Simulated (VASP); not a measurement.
Bi2Te2O: single point with PBE

Crystal: Bi2Te2O.

```
CELL_PARAMETERS angstrom
5.26267 0.00000 0.00000
0.00000 5.26267 0.00000
0.00000 0.00000 5.09312
ATOMIC_POSITIONS crystal
Bi 0.00000 0.50000 0.17728
Bi 0.50000 0.00000 0.82272
Te 0.00000 0.00000 0.50000
Te 0.50000 0.50000 0.00000
O 0.00000 0.00000 0.00000
```

The cell was built from a structure type or drawn by symmetry, and may not be a known phase.

```yaml
Program: VASP 6.6.1
Task: single point
Functional: PBE
Potentials_or_basis: VASP PAW PBE potentials, release 64 (Bi_d, Te, O)
Cutoff: 520 eV
k_mesh: 4 × 4 × 4
Occupations: gaussian, width 0.1 eV
Spin: no spin polarisation
Dipole_correction: no
Further_INCAR_settings: ALGO = Normal; EDIFF = 1e-07; NBANDS = 32
```

```json
{
 "Pressure": "9.0 GPa",
 "Largest force": "0.911 eV/Å",
 "Band gap on the k mesh": "zero (bands 24 and 25 overlap by 1.59 eV)"
}
```

Forces in eV/Å, atoms in the order of the input:
```
Bi   0.000  0.000  0.911
Bi   0.000  0.000 -0.911
Te   0.000  0.000  0.000
Te   0.000  0.000  0.000
O    0.000  0.000  0.000
```

Stress tensor (GPa, compression positive):
```
11.84  0.00  0.00
 0.00 11.84  0.00
 0.00  0.00  3.36
```

Levels at points of the mesh, in eV from the Fermi level:
| k point | band 20 | band 21 | band 22 | band 23 | band 24 | band 25 | band 26 | band 27 | band 28 | band 29 |
| --- | --- | --- | --- | --- | --- | --- | --- | --- | --- | --- |
| (0.00, 0.00, 0.00) | -3.98 | -2.56 | -1.71 | -1.71 | -0.76 | -0.12 | 1.52 | 1.52 | 2.33 | 3.68 |
| (0.50, 0.00, 0.00) | -3.15 | -2.63 | -2.09 | -1.67 | 0.73 | 1.35 | 1.61 | 2.19 | 2.35 | 2.61 |
| (0.50, 0.50, 0.00) | -2.85 | -2.85 | -1.19 | -1.19 | -0.57 | 0.56 | 0.58 | 1.87 | 2.42 | 2.42 |
| (0.00, 0.00, 0.50) | -3.46 | -2.65 | -2.65 | -2.57 | -1.16 | -0.86 | 0.31 | 2.71 | 2.71 | 3.43 |
| (0.50, 0.00, 0.50) | -2.78 | -2.73 | -2.67 | -2.10 | -1.93 | 0.94 | 0.98 | 1.77 | 2.35 | 2.78 |
| (0.50, 0.50, 0.50) | -2.64 | -2.49 | -2.49 | -0.16 | -0.16 | 1.55 | 1.70 | 1.82 | 1.98 | 2.61 |

Wall time 58 s on 1 thread of Intel(R) Xeon(R) 6975P-C (Granite Rapids), on a shared host, peak memory 0.28 GiB.

Caveat: the cell stands under pressure; spin-orbit coupling is left out, which moves the levels of the heavy elements.
